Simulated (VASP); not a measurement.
Input of a VASP 6.6.1 run:

The input INCAR:

```
SYSTEM = SnSe2
ALGO = Normal
EDIFF = 1E-6
EDIFFG = -0.01
ENCUT = 600
GGA = PS
IBRION = 2
ISIF = 3
ISMEAR = -1
LASPH = .True.
LCHARG = .False.
LREAL = .False.
LWAVE = .False.
NELM = 100
NSW = 100
PREC = Accurate
SIGMA = 0.03
```

The input KPOINTS:

```
k-points
0
Gamma
  8 8 8
  0 0 0
```

File POSCAR:

```
SnSe2
1.0
    1.7236967050      0.9951767566      6.3359589200
   -1.7236967050      0.9951767566      6.3359589200
    0.0000000000     -1.9903535133      6.3359589200
Sn Se
1 2
Direct
    0.0000000000      0.0000000000      0.0000000000
    0.4218744935      0.4218744935      0.4218744935
    0.2447921732      0.2447921732      0.2447921732
```

Potentials or basis: VASP PAW PBE potentials, release 64 (Sn_d, Se).

Command:

```sh
$ cat potpaw_PBE.64/Sn_d/POTCAR potpaw_PBE.64/Se/POTCAR > POTCAR
$ mpirun -np 1 vasp_std > vasp.out
```

Question: Estimate the band gap on the k mesh.

Answer: Zero (bands 13 and 14 overlap by 1.32 eV).

Question: What does it give for the space group after relaxing (to 0.1 Å)?

Answer: R3m (No. 160).

Question: Predict the relaxed volume.

Answer: 24.00 Å³/atom.

Question: Estimate the relaxed cell.

Answer: a = 6.043 Å, b = 6.043 Å, c = 6.043 Å, α = 37.11°, β = 37.11°, γ = 37.11°.

Step by step:
```
step  energy change (eV)  largest force (eV/Å)  pressure (GPa)  volume (Å³)
   1              0.0000                1.5523           16.76        65.21
   2             -0.2080                1.2569           -7.37        89.06
   3             -0.5737                0.4229           -0.46        76.69
   4             -0.6657                0.0801           -0.45        77.53
   5             -0.6715                0.2602           -0.36        77.73
   6             -0.6717                0.3069           -0.35        77.77
   7             -0.6819                0.3147           -0.28        77.24
   8             -0.7125                0.3485            0.01        75.63
   9             -0.7614                0.4099            1.25        72.38
  10             -0.6243                0.1584            7.57        65.81
  11             -0.7545                0.5557            2.22        71.44
  12             -0.7557                0.5848            3.34        69.85
  13             -0.7583                0.5645            3.31        69.82
  14             -0.7654                0.4978            3.18        69.72
  15             -0.7739                0.3474            2.99        69.52
  16             -0.7646                0.0893            2.91        69.10
  17             -0.7748                0.2728            2.96        69.41
  18             -0.7807                0.2476            2.61        69.71
  19             -0.7940                0.1733            1.58        70.60
  20             -0.8017                0.0278           -0.26        72.41
  21             -0.8021                0.0516            0.00        72.11
  22             -0.8021                0.0561            0.09        72.05
  23             -0.8021                0.0523            0.06        72.05
  24             -0.8022                0.0414            0.06        72.03
  25             -0.8023                0.0201            0.05        72.01
  26             -0.8023                0.0240            0.03        71.96
  27             -0.8024                0.0100            0.03        71.99
```

Caveat: the PAW data sets were made with another functional, which shifts forces and pressure a little; spin-orbit coupling is left out, which moves the levels of the heavy elements.
